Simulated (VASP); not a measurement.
Runs of VASP 6.6.1 on Na5ZrO2. The structure is that of space group P-3m1 (No. 164), or close to it. The cells are those of the table. 

```tsv
task	cell	k mesh	cutoff (eV)	smearing	gap on the mesh (eV)	pressure (GPa)	relaxed volume (Å³/atom)	largest force (eV/Å)
relaxation of cell and atoms	relaxed from a = 3.413, b = 3.413, c = 18.354 Å, angles 90.0, 90.0, 120.0°, 8 atoms	12 × 12 × 2	600	gaussian 0.1 eV	none	0.0	23.32	0.01
relaxation of cell and atoms	relaxed from a = 3.400, b = 3.400, c = 14.000 Å, angles 90.0, 90.0, 120.0°, 8 atoms	5 × 5 × 2	600	gaussian 0.2 eV	none	-0.1	(a)	0.06
single point	a = 3.428, b = 3.428, c = 18.363 Å, angles 90.0, 90.0, 120.0°, 8 atoms	12 × 12 × 2	520	gaussian 0.1 eV	none	0.1	-	0.02
single point	a = 3.413, b = 3.413, c = 18.354 Å, angles 90.0, 90.0, 120.0°, 8 atoms	5 × 5 × 2	520	gaussian 0.2 eV	none	0.1	-	0.07
single point	a = 3.428, b = 3.428, c = 18.363 Å, angles 90.0, 90.0, 120.0°, 8 atoms	6 × 6 × 2	520	gaussian 0.2 eV	none	0.1	-	0.06
```

Alike in all rows: level PBE; potentials or basis VASP PAW PBE potentials, release 64 (Na_pv, Zr_sv, O); no spin polarisation.

Problem. Fill in the values left out.

Solution. (a) 22.84.

Caveats: some runs use coarse meshes; an odd number of electrons without spin polarisation forces a metal; a magnetic or distorted state may lie lower; the volume moved by over 15 % at a fixed basis, so the end points are rough (some runs); the relaxation stopped at a loose force limit of 0.08 eV/Å, so its end isn't a converged minimum (some runs).

A k mesh can miss the band edges, and the runs leave out spin-orbit coupling on Zr.

A gap of «none» marks levels without a gap at the run's occupations.
